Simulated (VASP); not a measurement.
La: single point with r2SCAN

Crystal: La.

```
CELL_PARAMETERS angstrom
-2.12358 2.12358 2.12358
2.12358 -2.12358 2.12358
2.12358 2.12358 -2.12358
ATOMIC_POSITIONS crystal
La 0.00000 0.00000 0.00000
```

This isn't the form of La at room conditions, which is double hcp.

```
Program                : VASP 6.6.1
Task                   : single point
Functional             : r2SCAN
Potentials or basis    : VASP PAW PBE potentials, release 64 (La)
Cutoff                 : 520 eV
k mesh                 : 12 × 12 × 12
Occupations            : fermi-dirac, width 0.05 eV
Spin                   : collinear spin
Starting moments       : [0.333] μB
Dipole correction      : no
Further INCAR settings : ALGO = Normal; EDIFF = 1e-06; NBANDS = 16
```

The pressure is 0.0 GPa. The net moment is 0.53 μB per cell, the site moments are La +0.24 μB and the valence electrons inside the program's atomic spheres are La 8.55.

Levels at points of the mesh, in eV from the Fermi level:
Spin up:
| k point | band 4 | band 5 | band 6 | band 7 | band 8 | band 9 |
| --- | --- | --- | --- | --- | --- | --- |
| (0.00, 0.00, 0.00) | -16.82 | -3.62 | 1.40 | 1.40 | 1.40 | 1.65 |
| (0.50, 0.00, 0.00) | -16.84 | -2.09 | -0.36 | 1.60 | 1.65 | 2.04 |
| (0.50, 0.50, 0.50) | -17.71 | -2.17 | -2.17 | 1.83 | 2.00 | 2.00 |
Spin down:
```tsv
k point	band 2	band 3	band 4	band 5	band 6	band 7	band 8	band 9
(0.00, 0.00, 0.00)	-16.64	-16.64	-16.64	-3.17	1.82	1.82	1.82	1.94
(0.50, 0.00, 0.00)	-17.92	-17.02	-16.67	-1.66	0.21	1.76	1.79	2.18
(0.50, 0.50, 0.50)	-17.47	-17.47	-17.47	-1.93	-1.93	2.01	2.11	2.11
```

Wall time 7.2 min on 1 thread of Oxide Virtual Turin-like Processor, on a shared host, peak memory 0.21 GiB.

Caveat: the PAW data sets were made with another functional, which shifts forces and pressure a little; spin-orbit coupling is left out, which moves the levels of the heavy elements.
